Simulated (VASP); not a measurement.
A run of VASP 6.6.1 is set up as follows.

INCAR

```
PREC     = Accurate       # precision mode
ENCUT    = 520            # plane-wave cutoff, eV
EDIFF    = 1E-7           # SCF threshold, eV
ISMEAR   = -1             # smearing method
SIGMA    = 0.13605693000000002 # smearing width, eV
LREAL    = F              # projectors in reciprocal space
LASPH    = T              # aspherical terms in the spheres
NELM     = 60             # most SCF steps
ALGO     = Normal         # electronic algorithm
ISIF     = 2              # what is computed and relaxed
LWAVE    = F              # write WAVECAR
LCHARG   = F              # write CHGCAR
GGA      = PS             # functional
NBANDS   = 19             # bands
```

File KPOINTS:

```
Automatic mesh
0
Gamma
  8 8 8
```

The input POSCAR:

```
Zr
1.0
    0.0000000000      3.0762669114      3.0762669114
    3.0762669114      0.0000000000      3.0762669114
    3.0762669114      3.0762669114      0.0000000000
Zr
2
Direct
    0.0000000000      0.0000000000      0.0000000000
    0.2500000000      0.2500000000      0.2500000000
```

Potentials or basis: VASP PAW PBE potentials, release 64 (Zr_sv).

Command:

```console
$ cat potpaw_PBE.64/Zr_sv/POTCAR > POTCAR
$ mpirun -np 1 vasp_std > vasp.out
```

Problem. What does it give for the band gap on the k mesh?

Solution. Zero (band 12 reaches 6.05 eV, above the bottom of band 13 at 5.81 eV).

Problem. What does it give for the pressure?

Solution. 0.1 GPa.

Caveat: the PAW data sets were made with another functional, which shifts forces and pressure a little.
